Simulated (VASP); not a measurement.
A run of VASP 6.6.1 is set up as follows.

Contents of INCAR:

```
SYSTEM = AlInAsP3
ALGO = Normal
EDIFF = 1E-6
ENCUT = 500
GGA = PE
GGA_COMPAT = .False.
ISIF = 2
ISMEAR = 0
LASPH = .True.
LCHARG = .False.
LREAL = .False.
LWAVE = .False.
NBANDS = 27
NELM = 120
PREC = Accurate
SIGMA = 0.1
```

File KPOINTS:

```
k-points
0
Gamma
  3 3 4
  0 0 0
```

POSCAR

```
AlInAsP3
1.0
    4.9960254181      0.0000000000      0.0000000000
   -2.4980127090      4.3266849300      0.0000000000
    0.0000000000      0.0000000000      5.2748836686
Al In P As
1 1 3 1
Direct
    0.3333333333      0.6666666667      0.0000000000
    0.0000000000      0.0000000000      0.0000000000
    0.6380025951      0.8190012975      0.5000000000
    0.1809987025      0.8190012975      0.5000000000
    0.1809987025      0.3619974049      0.5000000000
    0.6666666667      0.3333333333      0.0000000000
```

Potentials or basis: VASP PAW PBE potentials, release 64 (Al, In_d, P, As).

Command:

```sh
$ cat potpaw_PBE.64/Al/POTCAR potpaw_PBE.64/In_d/POTCAR potpaw_PBE.64/P/POTCAR potpaw_PBE.64/As/POTCAR > POTCAR
$ mpirun -np 1 vasp_std > vasp.out
```

(1) Predict the pressure.

(2) Predict the largest force.

(3) Predict the band gap on the k mesh.

Results:

(1) -0.1 GPa.

(2) 0.060 eV/Å.

(3) zero (bands 18 and 19 overlap by 2.54 eV).

Caveat: the k points lie up to 0.48 Å⁻¹ apart, too coarse for converged energies and pressures of a metal; spin-orbit coupling is left out, which moves the levels of the heavy elements.
